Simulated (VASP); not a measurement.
# Mo (I4/mmm) in VASP: further runs, part 2 of 2

VASP 6.6.1.

**4. Single point, PBEsol (strain -0.0300 x Voigt [0, 1, 0, 0, 0, 0])**

File INCAR:

```
SYSTEM = Mo
  PREC = Accurate
  ENCUT = 520
  EDIFF = 1E-6
  ISMEAR = 0
  SIGMA = 0.15
  LREAL = .FALSE.
  LASPH = .TRUE.
  NELM = 80
  ALGO = Fast
  ISIF = 2
  LWAVE = .FALSE.
  LCHARG = .FALSE.
  GGA = PS
  NBANDS = 13
```

File KPOINTS:

```
regular mesh
0
G
  22 22 22
  0 0 0
```

File POSCAR:

```
Mo
1.0
   -1.5710000000      1.5238700000      1.5710000000
    1.5710000000     -1.5238700000      1.5710000000
    1.5710000000      1.5238700000     -1.5710000000
Mo
1
Direct
    0.0000000000      0.0000000000      0.0000000000
```

Potentials or basis: VASP PAW PBE potentials, release 64 (Mo_sv).

Run with:

```
> cat potpaw_PBE.64/Mo_sv/POTCAR > POTCAR
> mpirun -np 1 vasp_std > vasp.out
```

OUTCAR:

```text
SYSTEM = Mo
   PREC = Accurate
   ENCUT = 520
   EDIFF = 1E-6
   ISMEAR = 0
   LREAL = .FALSE.
   LASPH = .TRUE.
   NELM = 80
   ISIF = 2
   GGA = PS

 ion  position               nearest neighbor table
   1  0.000  0.000  0.000-

  LATTYP: Found a body centered tetragonal cell.
 ALAT       =     3.1420000000
 C/A-ratio  =     0.9700000000

  Lattice vectors:

 A1 = (  -1.5710000000,  -1.5238700000,   1.5710000000)
 A2 = (   1.5710000000,  -1.5238700000,  -1.5710000000)
 A3 = (   1.5710000000,   1.5238700000,   1.5710000000)

Analysis of symmetry for initial positions (statically):
=====================================================================
 Subroutine PRICEL returns:
 Original cell was already a primitive cell.

 Routine SETGRP: Setting up the symmetry group for a
 body centered tetragonal supercell.

 Subroutine GETGRP returns: Found 16 space group operations
 (whereof 16 operations were pure point group operations)
 out of a pool of 16 trial point group operations.

The static configuration has the point symmetry D_4h.

Analysis of symmetry for dynamics (positions and initial velocities):
=====================================================================
 Subroutine PRICEL returns:
 Original cell was already a primitive cell.

 Routine SETGRP: Setting up the symmetry group for a
 body centered tetragonal supercell.

 Subroutine GETGRP returns: Found 16 space group operations
 (whereof 16 operations were pure point group operations)
 out of a pool of 16 trial point group operations.

The dynamic configuration has the point symmetry D_4h.

 Subroutine INISYM returns: Found 16 space group operations
 (whereof 16 operations are pure point group operations),
 and found     1 'primitive' translations

----------------------------------------------------------------------------------------

                                     Primitive cell

  volume of cell :      15.0439

  direct lattice vectors                    reciprocal lattice vectors
    -1.571000000  1.523870000  1.571000000     0.000000000  0.328111978  0.318268619
     1.571000000 -1.523870000  1.571000000     0.318268619  0.000000000  0.318268619
     1.571000000  1.523870000 -1.571000000     0.318268619  0.328111978  0.000000000

  length of vectors
     2.694116140  2.694116140  2.694116140     0.457113097  0.450099797  0.457113097

  position of ions in fractional coordinates (direct lattice)
     0.000000000  0.000000000  0.000000000

  ion indices of the primitive-cell ions
   primitive index   ion index
                 1           1

----------------------------------------------------------------------------------------

 KPOINTS: regular mesh

Automatic generation of k-mesh.
 Grid dimensions read from file:
 generate k-points for:   22   22   22

 Generating k-lattice:

  Cartesian coordinates                     Fractional coordinates (reciprocal lattice)
     0.000000000  0.014914181  0.014466755     0.045454545  0.000000000  0.000000000
     0.014466755  0.000000000  0.014466755     0.000000000  0.045454545  0.000000000
     0.014466755  0.014914181  0.000000000     0.000000000  0.000000000  0.045454545

  Length of vectors
     0.020777868  0.020459082  0.020777868

  Shift w.r.t. Gamma in fractional coordinates (k-lattice)
     0.000000000  0.000000000  0.000000000

 Subroutine IBZKPT returns following result:
 ===========================================

 Found    834 irreducible k-points:

 Following reciprocal coordinates:
            Coordinates               Weight
  0.000000  0.000000  0.000000      1.000000
  0.045455 -0.000000  0.000000      8.000000
  0.090909 -0.000000  0.000000      8.000000
  0.136364 -0.000000  0.000000      8.000000
  0.181818 -0.000000  0.000000      8.000000
  0.227273 -0.000000  0.000000      8.000000
[... 16 lines left out ...]
  0.454545  0.045455  0.000000     16.000000
  0.500000  0.045455  0.000000     16.000000
 [... further k-points ...]
   k-points           NKPTS =    834   k-points in BZ     NKDIM =    834   number of bands    NBANDS=     13
   number of dos      NEDOS =    301   number of ions     NIONS =      1
   total plane-waves  NPLWV =   8000
   dimension x,y,z NGX =    20 NGY =   20 NGZ =   20
   dimension x,y,z NGXF=    40 NGYF=   40 NGZF=   40
   ions per type =               1
   NGX,Y,Z   is equivalent  to a cutoff of  12.34, 12.34, 12.34 a.u.
   NGXF,Y,Z  is equivalent  to a cutoff of  24.68, 24.68, 24.68 a.u.
 SYSTEM =  Mo
   PREC   = accura    normal or accurate (medium, high low for compatibility)
   ISTART =      0    job   : 0-new  1-cont  2-samecut
   ICHARG =      2    charge: 1-file 2-atom 10-const
   ISPIN  =      1    spin polarized calculation?
   LNONCOLLINEAR =      F non collinear calculations
   LSORBIT =      F    spin-orbit coupling
   LASPH  =      T    aspherical Exc in radial PAW
   ENCUT  =  520.0 eV  38.22 Ry    6.18 a.u.   5.01  5.01  5.01*2*pi/ulx,y,z
   NELM   =     80;   NELMIN=  2; NELMDL= -5     # of ELM steps
   EDIFF  = 0.1E-05   stopping-criterion for ELM
   LREAL  =      F    real-space projection
   EDIFFG = 0.1E-04   stopping-criterion for IOM
   NSW    =      0    number of steps for IOM
   IBRION =     -1    ionic relax: 0-MD 1-quasi-New 2-CG
   NFREE  =      0    steps in history (QN), initial steepest desc. (CG)
   ISIF   =      2    stress and relaxation
   ISYM   =      2    0-nonsym 1-usesym 2-fastsym
   POTIM  = 0.5000    time-step for ionic-motion
   TEBEG  =    0.0;   TEEND  =   0.0 temperature during run
   PSTRESS=    0.0 pullay stress
   NELECT =      14.0000    total number of electrons
   NUPDOWN=      -1.0000    fix difference up-down
   EMIN   =  10.00;   EMAX   =-10.00  energy-range for DOS
   EFERMI =   0.00;   METHOD = LEGACY
   ISMEAR =     0;   SIGMA  =   0.15  broadening in eV -4-tet -1-fermi 0-gaus
   EFERMI_NEDOS =   21; number of points for ismear=-14 and -15
   IALGO  =     68    algorithm
   IMIX   =      4    mixing-type and parameters
     AMIX     =   0.40;   BMIX     =  1.00
     AMIX_MAG =   1.60;   BMIX_MAG =  1.00
  volume/ion in A,a.u.               =      15.04       101.52
  Fermi-wavevector in a.u.,A,eV,Ry     =   1.598321  3.020389 34.757864  2.554631
  Thomas-Fermi vector in A             =   2.695789
   LORBIT       =      0    0 simple, 1 ext, 2 COOP (PROOUT), +10 PAW based schemes
   GGA     = PS    functional components
   LHFCALC =     F    Hartree Fock is set to
   AEXX    =    0.0000 exact exchange contribution
   IVDW    =     0    specifies the selected vdW correction
   LEPSILON=     F    determine dielectric tensor
   LRPA    =     F    only Hartree local field effects (RPA)
 non-spin polarized calculation
 RMM-DIIS sequential band-by-band and
 Gauss-broadening in eV      SIGMA  =   0.15
  energy-cutoff  :      520.00
  volume of cell :       15.04
 maximum number of plane-waves:       418
   NGX =  9   NGY =  9   NGZ =  9

 number of electron      13.9999997 magnetization

 Free energy of the ion-electron system (eV)
  ---------------------------------------------------
  ext. energy  EPLUGINS =         0.00000000
  ---------------------------------------------------
  free energy    TOTEN  =       -11.76506199 eV

  energy without entropy =      -11.75805138  energy(sigma->0) =      -11.76155669

 E-fermi :  13.0852     XC(G=0): -13.7457

 val. band max:       13.0820561611   @ k =  -0.0909   0.2273   0.0909
 cond. band min:      13.0856024878   @ k =  -0.2727   0.3636   0.2727
 fundamental gap:      0.0035463267
 Fermi energy:        13.0851681590

 k-point     1 :       0.0000    0.0000    0.0000
  band No.  band energies     occupation
      1     -48.1065      2.00000
      2     -21.3039      2.00000
      3     -21.3039      2.00000
      4     -21.2894      2.00000
      5       5.6833      2.00000
      6      11.4087      2.00000
      7      11.7847      2.00000
      8      11.7847      2.00000
      9      14.5543      0.00000
     10      15.0444      0.00000
     11      27.7618      0.00000
     12      27.7618      0.00000
     13      28.3729      0.00000
[... 353 lines left out ...]
 k-point    24 :       0.5000    0.0455    0.0000
  band No.  band energies     occupation
      1     -47.7914      2.00000
      2     -22.8687      2.00000
      3     -21.8244      2.00000
      4     -21.3424      2.00000
      5       7.5623      2.00000
      6       9.4014      2.00000
      7      14.3716      0.00000
      8      15.0215      0.00000
      9      15.9277      0.00000
     10      18.2814      0.00000
     11      25.2157      0.00000
     12      25.4453      0.00000
     13      30.6049      0.00000

 [... further k-points ...]

------------------------ aborting loop because EDIFF is reached ----------------------------------------

  FORCE on cell =-STRESS in cart. coord.  units (eV):
  Direction    XX          YY          ZZ          XY          YZ          ZX
  --------------------------------------------------------------------------------------
  -------------------------------------------------------------------------------------
  Total        0.2548229      1.2166886      0.2548229     -0.0000000      0.0000000      0.0000000
  in kB       27.1386775    129.5775388     27.1386775     -0.0000000      0.0000000      0.0000000
  external PRESSURE =      61.2849646 kB  Pullay stress =       0.0000000 kB

 VOLUME and BASIS-vectors are now :
 -----------------------------------------------------------------------------
  energy-cutoff  :      520.00
  volume of cell :       15.04
      direct lattice vectors                 reciprocal lattice vectors
    -1.571000000  1.523870000  1.571000000     0.000000000  0.328111978  0.318268619
     1.571000000 -1.523870000  1.571000000     0.318268619  0.000000000  0.318268619
     1.571000000  1.523870000 -1.571000000     0.318268619  0.328111978  0.000000000

 POSITION                                       TOTAL-FORCE (eV/Angst)
 -----------------------------------------------------------------------------------
      0.00000      0.00000      0.00000        -0.000000     -0.000000     -0.000000
 -----------------------------------------------------------------------------------
    total drift:                                0.000000      0.000000      0.000000

  FREE ENERGIE OF THE ION-ELECTRON SYSTEM (eV)
  ---------------------------------------------------
  free  energy   TOTEN  =       -11.7650619906 eV

  energy  without entropy=      -11.7580513822  energy(sigma->0) =      -11.76155669
```

It took 49 s on 1 thread of Intel Xeon 6975P-C (Granite Rapids), shared host; peak memory 0.25 GiB.

Results:

- Free energy: -11.7651 eV
- Pressure: 6.1 GPa
- Band gap on the k mesh: zero (bands 7 and 8 overlap by 5.54 eV)

Caveat: the cell differs from its parent crystal (strain -0.0300 x Voigt [0, 1, 0, 0, 0, 0]); the stress differs along the axes, from 3 to 13 GPa; the PAW data sets were made with another functional, which shifts forces and pressure a little.

**5. Overview**

| cell | further INCAR settings | gap on the mesh (eV) | pressure (GPa) |
| --- | --- | --- | --- |
| a = 2.668 Å, angles 107.8, 112.8, 107.8°, 1 atom | ALGO = Fast; EDIFF = 1e-06; NBANDS = 13 | none | 16.8 |
| a = 2.681 Å, angles 108.3, 111.9, 108.3°, 1 atom | ALGO = Fast; EDIFF = 1e-07; NBANDS = 13 | none | 11.2 |
| a = 2.694 Å, angles 108.7, 111.1, 108.7°, 1 atom | ALGO = Fast; EDIFF = 1e-06; NBANDS = 13 | none | 6.1 |

Alike in all rows: task single point; level PBEsol; potentials or basis VASP PAW PBE potentials, release 64 (Mo_sv); no spin polarisation; k mesh 22 × 22 × 22; cutoff (eV) 520; smearing gaussian 0.15 eV.

Caveats: the PAW data sets were made with another functional, which shifts forces and pressure a little; the stress differs along the axes, from 9 to 32 GPa (at least some runs); the stress differs along the axes, from 6 to 22 GPa (at least some runs); the stress differs along the axes, from 3 to 13 GPa (at least some runs).

Absolute energies hang on the potentials; compare differences alone.
